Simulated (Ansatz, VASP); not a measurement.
Two plane-wave programs on HfO2

Contents of POSCAR:

```
HfO2
1.0
    0.0000000000      2.5291609861      2.5291609861
    2.5670984009      0.0000000000      2.5291609861
    2.5670984009      2.5291609861      0.0000000000
Hf O
1 2
Direct
    0.0000000000      0.0000000000      0.0000000000
    0.2500000000      0.2500000000      0.2500000000
    0.7500000000      0.7500000000      0.7500000000
```

Contents of INCAR.step1:

```
SYSTEM = HfO2
PREC     = Accurate       ! precision mode
ENCUT    = 520            ! plane-wave cutoff, eV
ISMEAR   = 0              ! smearing method
SIGMA    = 0.05           ! smearing width, eV
LREAL    = .FALSE.        ! projectors in reciprocal space
LASPH    = .TRUE.         ! aspherical terms in the spheres
NELM     = 80             ! most SCF steps
NBANDS   = 18             ! bands
GGA      = PE             ! functional
ALGO     = Normal         ! electronic algorithm
EDIFF    = 1E-4           ! SCF threshold, eV
LWAVE    = .TRUE.         ! write WAVECAR
LCHARG   = .FALSE.        ! write CHGCAR
```

File INCAR.step2:

```
SYSTEM = HfO2
PREC     = Accurate       ! precision mode
ENCUT    = 520            ! plane-wave cutoff, eV
EDIFF    = 1E-6           ! SCF threshold, eV
ISMEAR   = 0              ! smearing method
SIGMA    = 0.05           ! smearing width, eV
LREAL    = .FALSE.        ! projectors in reciprocal space
LASPH    = .TRUE.         ! aspherical terms in the spheres
NELM     = 80             ! most SCF steps
ALGO     = Normal         ! electronic algorithm
ISIF     = 2              ! what is computed and relaxed
LWAVE    = .FALSE.        ! write WAVECAR
LCHARG   = .FALSE.        ! write CHGCAR
METAGGA  = R2SCAN         ! meta-GGA
LMIXTAU  = .TRUE.       
NBANDS   = 18             ! bands
ISTART   = 1
```

Contents of KPOINTS:

```
Automatic mesh
0
G
  8 8 8
  0 0 0
```

Input for Ansatz:

```yaml
crystal:
  lattice:
    - [0.0, 2.5291609861, 2.5291609861]
    - [2.5670984009, 0.0, 2.5291609861]
    - [2.5670984009, 2.5291609861, 0.0]
  atoms:
    - { symbol: Hf, position: [0.0, 0.0, 0.0] }
    - { symbol: O, position: [0.25, 0.25, 0.25] }
    - { symbol: O, position: [0.75, 0.75, 0.75] }
basis:
  ecutwfc: 500
kpoints:
  mp_grid: { grid: [8, 8, 8] }
hamiltonian:
  xc: r2scan
scf:
  occupations: { method: gaussian, width: 0.05 }
output:
  forces: true
  stress: true
  eigenvalues: true
```

Change from the starting cell: strain +0.0150 x Voigt [1, 0, 0, 0, 0, 0], atoms carried along.

Alike in both runs: task single point; functional r2SCAN; k mesh 8 × 8 × 8; occupations gaussian, width 0.05 eV; no spin polarisation.

|  | VASP | Ansatz |
| --- | --- | --- |
| version | VASP 6.6.1 | Ansatz 0.2.0 |
| potentials or method | VASP PAW PBE potentials, release 64 (Hf_pv, O), cutoff 520 eV | scalar-relativistic, plane waves, PAW |
| valence electrons in the cell | 22 | 38 |

Ansatz gave:

* gap on the k mesh at the Fermi level (eV): 4.20
* least direct gap on the mesh (eV): 4.20
* pressure (GPa): -3.9
* traceless stress, the component that is largest in VASP (GPa): -4.80

**Question.** Estimate VASP's values.

**Answer.** gap on the k mesh at the Fermi level (eV): 4.20; least direct gap on the mesh (eV): 4.20; pressure (GPa): -7.7; traceless stress, the component that is largest in VASP (GPa): -4.88.

VASP's potentials were made for PBE, not for r2SCAN. VASP's potentials hold 22 valence electrons a cell and Ansatz's 38, so a difference there can come from the potentials and not from the codes.

Neither program's run includes spin-orbit coupling.
